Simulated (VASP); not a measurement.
# ScTeI4 (Cmmm) in VASP: further runs

The runs below take ScTeI4 through single point, relaxation of cell and atoms, with PBE.

Everything below comes from runs of VASP 6.6.1. Logs are shortened: lines on timing, memory, paths and dates and some standing lists are left out, and cuts for length are marked.

### Step 1. The cell of the first run

The structure is orthorhombic, space group Cmmm (No. 65). The conventional cell has a = 9.308 Å, b = 9.720 Å, c = 4.641 Å, α = 90.00°, β = 90.00°, γ = 90.00°. Within 3.6 Å of Sc (site symmetry mmm) lie 6 I at 2.71 to 3.00 Å. Within 3.9 Å of Te (site symmetry mmm) lie 6 I at 2.95 to 3.03 Å. Within 4.3 Å of I (site symmetry m2m) lie 1 Te at 2.95 Å and 2 Sc at 3.00 Å and 9 I at 3.82 to 4.23 Å. Within 3.6 Å of I (site symmetry 2mm) lie 1 Sc at 2.71 Å and 2 Te at 3.03 Å.

The cell was generated, and may not be a known phase.

### Step 2. Single point, PBE

The input, INCAR:

```
SYSTEM = ScTeI4
  PREC = Accurate
  ENCUT = 520
  EDIFF = 1E-7
  ISMEAR = 0
  SIGMA = 0.1
  LREAL = .False.
  LASPH = .True.
  NELM = 100
  ALGO = Normal
  ISIF = 2
  LWAVE = .False.
  LCHARG = .False.
  GGA = PE
  NBANDS = 32
```

The input, KPOINTS:

```
Automatic mesh
0
Gamma
  4 4 4
  0 0 0
```

The input, POSCAR:

```
ScTeI4
1.0
    4.6540558300     -4.8601646500      0.0000000000
    4.6540558300      4.8601646500      0.0000000000
    0.0000000000      0.0000000000      4.6407357400
Sc Te I
1 1 4
Direct
    0.5000000000      0.5000000000      0.5000000000
    0.0000000000      0.0000000000      0.0000000000
    0.6964043400      0.3035956600      0.0000000000
    0.3035956600      0.6964043400      0.0000000000
    0.2088868900      0.2088868900      0.5000000000
    0.7911131100      0.7911131100      0.5000000000
```

Potentials or basis: VASP PAW PBE potentials, release 64 (Sc_sv, Te, I).

The run is started by

```console
> cat potpaw_PBE.64/Sc_sv/POTCAR potpaw_PBE.64/Te/POTCAR potpaw_PBE.64/I/POTCAR > POTCAR
> mpirun -np 1 vasp_std > vasp.out
```

OUTCAR:

```text
SYSTEM = ScTeI4
   PREC = Accurate
   ENCUT = 520
   EDIFF = 1E-7
   ISMEAR = 0
   LREAL = .False.
   LASPH = .True.
   NELM = 100
   ISIF = 2
   GGA = PE

 ion  position               nearest neighbor table
   1  0.500  0.500  0.500-   5 2.71   6 2.71   3 3.00   4 3.00   3 3.00   4 3.00
   2  0.000  0.000  0.000-   3 2.95   4 2.95   5 3.03   6 3.03   5 3.03   6 3.03
   3  0.696  0.304  0.000-   2 2.95   1 3.00   1 3.00
   4  0.304  0.696  0.000-   2 2.95   1 3.00   1 3.00
   5  0.209  0.209  0.500-   1 2.71   2 3.03   2 3.03
   6  0.791  0.791  0.500-   1 2.71   2 3.03   2 3.03

  LATTYP: Found a base centered orthorhombic cell.
 ALAT       =     9.3081116600
 B/A-ratio  =     1.0442858503
 C/A-ratio  =     0.4985689804

  Lattice vectors:

 A1 = (   4.6540558300,  -4.8601646500,   0.0000000000)
 A2 = (   4.6540558300,   4.8601646500,   0.0000000000)
 A3 = (   0.0000000000,   0.0000000000,   4.6407357400)

Analysis of symmetry for initial positions (statically):
=====================================================================
 Subroutine PRICEL returns:
 Original cell was already a primitive cell.

 Routine SETGRP: Setting up the symmetry group for a
 base centered orthorhombic supercell.

 Subroutine GETGRP returns: Found  8 space group operations
 (whereof  8 operations were pure point group operations)
 out of a pool of  8 trial point group operations.

The static configuration has the point symmetry D_2h.

Analysis of symmetry for dynamics (positions and initial velocities):
=====================================================================
 Subroutine PRICEL returns:
 Original cell was already a primitive cell.

 Routine SETGRP: Setting up the symmetry group for a
 base centered orthorhombic supercell.

 Subroutine GETGRP returns: Found  8 space group operations
 (whereof  8 operations were pure point group operations)
 out of a pool of  8 trial point group operations.

The dynamic configuration has the point symmetry D_2h.

 Subroutine INISYM returns: Found  8 space group operations
 (whereof  8 operations are pure point group operations),
 and found     1 'primitive' translations

----------------------------------------------------------------------------------------

                                     Primitive cell

  volume of cell :     209.9420

  direct lattice vectors                    reciprocal lattice vectors
     4.654055830 -4.860164650  0.000000000     0.107433176 -0.102877173  0.000000000
     4.654055830  4.860164650  0.000000000     0.107433176  0.102877173  0.000000000
     0.000000000  0.000000000  4.640735740     0.000000000  0.000000000  0.215483073

  length of vectors
     6.729148244  6.729148244  4.640735740     0.148746765  0.148746765  0.215483073

  position of ions in fractional coordinates (direct lattice)
     0.500000000  0.500000000  0.500000000
     0.000000000  0.000000000  0.000000000
     0.696404340  0.303595660  0.000000000
     0.303595660  0.696404340  0.000000000
     0.208886890  0.208886890  0.500000000
     0.791113110  0.791113110  0.500000000

  ion indices of the primitive-cell ions
   primitive index   ion index
                 1           1
                 2           2
                 3           3
                 4           4
                 5           5
                 6           6

----------------------------------------------------------------------------------------

 KPOINTS: Automatic mesh

Automatic generation of k-mesh.
 Grid dimensions read from file:
 generate k-points for:    4    4    4

 Generating k-lattice:

  Cartesian coordinates                     Fractional coordinates (reciprocal lattice)
     0.026858294 -0.025719293  0.000000000     0.250000000  0.000000000  0.000000000
     0.026858294  0.025719293  0.000000000     0.000000000  0.250000000  0.000000000
     0.000000000  0.000000000  0.053870768     0.000000000  0.000000000  0.250000000

  Length of vectors
     0.037186691  0.037186691  0.053870768

  Shift w.r.t. Gamma in fractional coordinates (k-lattice)
     0.000000000  0.000000000  0.000000000

 Subroutine IBZKPT returns following result:
 ===========================================

 Found     21 irreducible k-points:

 Following reciprocal coordinates:
            Coordinates               Weight
  0.000000  0.000000  0.000000      1.000000
  0.250000  0.000000  0.000000      4.000000
  0.500000  0.000000  0.000000      2.000000
  0.250000  0.250000  0.000000      2.000000
  0.500000  0.250000  0.000000      4.000000
 -0.250000  0.250000  0.000000      2.000000
[... 13 lines left out ...]
 -0.250000  0.250000  0.500000      2.000000
  0.500000  0.500000  0.500000      1.000000
   k-points           NKPTS =     21   k-points in BZ     NKDIM =     21   number of bands    NBANDS=     32
   number of dos      NEDOS =    301   number of ions     NIONS =      6
   total plane-waves  NPLWV =  90000
   dimension x,y,z NGX =    50 NGY =   50 NGZ =   36
   dimension x,y,z NGXF=   100 NGYF=  100 NGZF=   72
   ions per type =               1   1   4
   NGX,Y,Z   is equivalent  to a cutoff of  12.35, 12.35, 12.90 a.u.
   NGXF,Y,Z  is equivalent  to a cutoff of  24.71, 24.71, 25.79 a.u.
 SYSTEM =  ScTeI4
   PREC   = accura    normal or accurate (medium, high low for compatibility)
   ISTART =      0    job   : 0-new  1-cont  2-samecut
   ICHARG =      2    charge: 1-file 2-atom 10-const
   ISPIN  =      1    spin polarized calculation?
   LNONCOLLINEAR =      F non collinear calculations
   LSORBIT =      F    spin-orbit coupling
   LASPH  =      T    aspherical Exc in radial PAW
   ENCUT  =  520.0 eV  38.22 Ry    6.18 a.u.  12.51 12.51  8.63*2*pi/ulx,y,z
   NELM   =    100;   NELMIN=  2; NELMDL= -5     # of ELM steps
   EDIFF  = 0.1E-06   stopping-criterion for ELM
   LREAL  =      F    real-space projection
   EDIFFG = 0.1E-05   stopping-criterion for IOM
   NSW    =      0    number of steps for IOM
   IBRION =     -1    ionic relax: 0-MD 1-quasi-New 2-CG
   NFREE  =      0    steps in history (QN), initial steepest desc. (CG)
   ISIF   =      2    stress and relaxation
   ISYM   =      2    0-nonsym 1-usesym 2-fastsym
   POTIM  = 0.5000    time-step for ionic-motion
   TEBEG  =    0.0;   TEEND  =   0.0 temperature during run
   PSTRESS=    0.0 pullay stress
   NELECT =      45.0000    total number of electrons
   NUPDOWN=      -1.0000    fix difference up-down
   EMIN   =  10.00;   EMAX   =-10.00  energy-range for DOS
   EFERMI =   0.00;   METHOD = LEGACY
   ISMEAR =     0;   SIGMA  =   0.10  broadening in eV -4-tet -1-fermi 0-gaus
   EFERMI_NEDOS =   21; number of points for ismear=-14 and -15
   IALGO  =     38    algorithm
   IMIX   =      4    mixing-type and parameters
     AMIX     =   0.40;   BMIX     =  1.00
     AMIX_MAG =   1.60;   BMIX_MAG =  1.00
  volume/ion in A,a.u.               =      34.99       236.13
  Fermi-wavevector in a.u.,A,eV,Ry     =   0.979744  1.851447 13.060205  0.959898
  Thomas-Fermi vector in A             =   2.110621
   LORBIT       =      0    0 simple, 1 ext, 2 COOP (PROOUT), +10 PAW based schemes
   GGA     = PE    functional components
   LHFCALC =     F    Hartree Fock is set to
   AEXX    =    0.0000 exact exchange contribution
   IVDW    =     0    specifies the selected vdW correction
   LEPSILON=     F    determine dielectric tensor
   LRPA    =     F    only Hartree local field effects (RPA)
 non-spin polarized calculation
 Gauss-broadening in eV      SIGMA  =   0.10
  energy-cutoff  :      520.00
  volume of cell :      209.94
 maximum number of plane-waves:      5682
   NGX = 25   NGY = 25   NGZ = 17

 number of electron      45.0000004 magnetization

 Free energy of the ion-electron system (eV)
  ---------------------------------------------------
  ext. energy  EPLUGINS =         0.00000000
  ---------------------------------------------------
  free energy    TOTEN  =       -17.35749801 eV

  energy without entropy =      -17.31948588  energy(sigma->0) =      -17.33849194

 E-fermi :   5.3556     XC(G=0):  -8.6525

 val. band max:        5.3266708271   @ k =   0.0000   0.0000   0.2500
 cond. band min:       5.3707948725   @ k =   0.5000   0.0000   0.2500
 fundamental gap:      0.0441240454
 Fermi energy:         5.3555749122

 k-point     1 :       0.0000    0.0000    0.0000
  band No.  band energies     occupation
      1     -45.2717      2.00000
      2     -24.0702      2.00000
      3     -23.8744      2.00000
      4     -23.8253      2.00000
      5      -9.5112      2.00000
      6      -8.2333      2.00000
[... 24 lines left out ...]
     31       8.3483      0.00000
     32       9.0539      0.00000

 k-point     2 :       0.2500    0.0000    0.0000
  band No.  band energies     occupation
      1     -45.2717      2.00000
      2     -24.0702      2.00000
      3     -23.8744      2.00000
      4     -23.8253      2.00000
      5      -9.4189      2.00000
      6      -8.4741      2.00000
[... 24 lines left out ...]
     31       8.7854      0.00000
     32       9.7002      0.00000

 k-point     3 :       0.5000    0.0000    0.0000
  band No.  band energies     occupation
      1     -45.2717      2.00000
      2     -24.0703      2.00000
      3     -23.8744      2.00000
      4     -23.8253      2.00000
      5      -9.2815      2.00000
      6      -8.7113      2.00000
[... 24 lines left out ...]
     31       9.4146      0.00000
     32       9.7694      0.00000

 k-point     4 :       0.2500    0.2500    0.0000
  band No.  band energies     occupation
      1     -45.2717      2.00000
      2     -24.0702      2.00000
      3     -23.8744      2.00000
      4     -23.8253      2.00000
      5      -9.3396      2.00000
      6      -8.5163      2.00000
[... 549 lines left out ...]
     31       9.4312      0.00000
     32       9.6289      0.00000

 k-point    20 :      -0.2500    0.2500    0.5000
  band No.  band energies     occupation
      1     -45.2715      2.00000
      2     -24.0683      2.00000
      3     -23.8740      2.00000
      4     -23.8338      2.00000
      5      -8.5306      2.00000
      6      -8.5013      2.00000
[... 24 lines left out ...]
     31       9.9370      0.00000
     32      10.0057      0.00000

 k-point    21 :       0.5000    0.5000    0.5000
  band No.  band energies     occupation
      1     -45.2715      2.00000
      2     -24.0683      2.00000
      3     -23.8740      2.00000
      4     -23.8338      2.00000
      5      -8.5881      2.00000
      6      -8.4787      2.00000
[... 24 lines left out ...]
     31       9.1026      0.00000
     32       9.5479      0.00000

------------------------ aborting loop because EDIFF is reached ----------------------------------------

  FORCE on cell =-STRESS in cart. coord.  units (eV):
  Direction    XX          YY          ZZ          XY          YZ          ZX
  --------------------------------------------------------------------------------------
  -------------------------------------------------------------------------------------
  Total        9.6896703      7.2150467      7.8585172      0.0000000      0.0000000      0.0000000
  in kB       73.9469349     55.0617895     59.9724489      0.0000000      0.0000000      0.0000000
  external PRESSURE =      62.9937245 kB  Pullay stress =       0.0000000 kB

 VOLUME and BASIS-vectors are now :
 -----------------------------------------------------------------------------
  energy-cutoff  :      520.00
  volume of cell :      209.94
      direct lattice vectors                 reciprocal lattice vectors
     4.654055830 -4.860164650  0.000000000     0.107433176 -0.102877173  0.000000000
     4.654055830  4.860164650  0.000000000     0.107433176  0.102877173  0.000000000
     0.000000000  0.000000000  4.640735740     0.000000000  0.000000000  0.215483073

 POSITION                                       TOTAL-FORCE (eV/Angst)
 -----------------------------------------------------------------------------------
      4.65406      0.00000      2.32037        -0.000000     -0.000000     -0.000000
      0.00000      0.00000      0.00000        -0.000000     -0.000000     -0.000000
      4.65406     -1.90911      0.00000        -0.000000      0.944880     -0.000000
      4.65406      1.90911      0.00000        -0.000000     -0.944880      0.000000
      1.94434      0.00000      2.32037         0.665801     -0.000000     -0.000000
      7.36377      0.00000      2.32037        -0.665801     -0.000000      0.000000
 -----------------------------------------------------------------------------------
    total drift:                               -0.000000      0.000000      0.000000

  FREE ENERGIE OF THE ION-ELECTRON SYSTEM (eV)
  ---------------------------------------------------
  free  energy   TOTEN  =       -17.3574980097 eV

  energy  without entropy=      -17.3194858752  energy(sigma->0) =      -17.33849194
```

Wall time 84 s (1 thread of Intel Xeon 6975P-C (Granite Rapids), shared host); peak memory 0.37 GiB.

Results:

- Free energy: -17.3575 eV
- Pressure: 6.3 GPa
- Largest force: 0.945 eV/Å
- Band gap on the k mesh: zero (an odd number of electrons rules out a gap without spin polarisation)

Forces in eV/Å, atoms in the order of the input:
```
Sc   0.000  0.000  0.000
Te   0.000  0.000  0.000
I    0.000  0.945  0.000
I    0.000 -0.945  0.000
I    0.666  0.000  0.000
I   -0.666  0.000  0.000
```

Stress tensor (GPa, compression positive):
```
7.39 0.00 0.00
0.00 5.51 0.00
0.00 0.00 6.00
```

Levels at points of the mesh, in eV from the Fermi level:
```tsv
k point	band 21	band 22	band 23	band 24	band 25	band 26
(0.00, 0.00, 0.00)	-1.94	-1.06	-0.05	0.38	0.93	1.02
(0.50, 0.00, 0.00)	-2.37	-1.19	-0.63	-0.59	0.61	1.29
(0.50, 0.50, 0.00)	-2.73	-0.38	0.43	0.44	0.97	1.19
(0.00, 0.00, 0.50)	-2.39	-0.04	0.33	0.61	0.83	1.02
(0.50, 0.00, 0.50)	-2.01	-0.40	0.64	0.76	0.93	1.03
(0.50, 0.50, 0.50)	-2.40	-0.22	-0.16	0.27	0.78	0.87
```

Caveat: the cell stands under pressure; spin-orbit coupling is left out, which moves the levels of the heavy elements; an odd number of electrons without spin polarisation forces a metal; a magnetic or distorted state may lie lower.

### Step 3. Single point, PBE

This run uses another cell than the first one, of 44.10 Å³/atom.

The input, INCAR:

```
SYSTEM = ScTeI4
ALGO = Normal
EDIFF = 1E-7
ENCUT = 520
GGA = PE
ISIF = 2
ISMEAR = 0
LASPH = .TRUE.
LCHARG = .TRUE.
LELF = .TRUE.
LREAL = .FALSE.
LVHAR = .TRUE.
LWAVE = .FALSE.
NBANDS = 32
NELM = 60
PREC = Accurate
SIGMA = 0.1
```

The input, KPOINTS:

```
k-points
0
G
  4 4 4
  0 0 0
```

The input, POSCAR:

```
ScTeI4
1.0
    5.9280579477     -4.9260645549      0.0000000000
    5.9280579477      4.9260645549      0.0000000000
    0.0000000000      0.0000000000      4.5308874397
Sc Te I
1 1 4
Direct
    0.5000000000      0.5000000000      0.5000000000
    0.0000000000      0.0000000000      0.0000000000
    0.7013383370      0.2986616630      0.0000000000
    0.2986616630      0.7013383370      0.0000000000
    0.2681261742      0.2681261742      0.5000000000
    0.7318738258      0.7318738258      0.5000000000
```

Potentials or basis: VASP PAW PBE potentials, release 64 (Sc_sv, Te, I).

The run is started by

```console
> cat potpaw_PBE.64/Sc_sv/POTCAR potpaw_PBE.64/Te/POTCAR potpaw_PBE.64/I/POTCAR > POTCAR
> mpirun -np 1 vasp_std > vasp.out
```

Run time: 1.8 min. Hardware: 1 thread of Intel Xeon 6975P-C (Granite Rapids), shared host; peak memory 0.44 GiB.

It converged, with:

```
Free energy            : -18.6649 eV
Pressure               : 0.0 GPa
Largest force          : 0.024 eV/Å
Band gap on the k mesh : zero (an odd number of electrons rules out a gap without spin polarisation)
```

Forces on the atoms (eV/Å):
```
Sc   0.000  0.000  0.000
Te   0.000  0.000  0.000
I    0.000 -0.015  0.000
I    0.000  0.015  0.000
I   -0.024  0.000  0.000
I    0.024  0.000  0.000
```

Stress tensor (GPa, compression positive):
```
 0.10  0.00  0.00
 0.00 -0.03  0.00
 0.00  0.00  0.01
```

Levels at points of the mesh, in eV from the Fermi level:
```csv
k point,band 19,band 20,band 21,band 22,band 23,band 24,band 25,band 26,band 27,band 28
"(0.00, 0.00, 0.00)",-1.08,-0.91,-0.78,-0.32,-0.03,0.89,1.65,1.73,1.95,2.21
"(0.50, 0.00, 0.00)",-1.18,-1.16,-0.79,-0.25,-0.11,-0.03,1.24,1.78,1.80,2.44
"(0.50, 0.50, 0.00)",-1.26,-1.12,-1.05,0.30,0.32,0.90,1.73,1.88,2.00,2.20
"(0.00, 0.00, 0.50)",-1.86,-1.66,-0.95,-0.83,0.35,0.99,1.32,1.62,1.74,3.10
"(0.50, 0.00, 0.50)",-1.61,-1.24,-1.14,-0.52,-0.15,0.92,1.30,1.59,1.60,2.31
"(0.50, 0.50, 0.50)",-1.36,-1.21,-1.13,-1.10,-0.63,0.99,1.32,1.60,1.84,2.96
```

Caveat: spin-orbit coupling is left out, which moves the levels of the heavy elements; an odd number of electrons without spin polarisation forces a metal; a magnetic or distorted state may lie lower.

[end of part 1 of 2]

The gap in the log of VASP goes by the Fermi energy; the results here count the filled bands.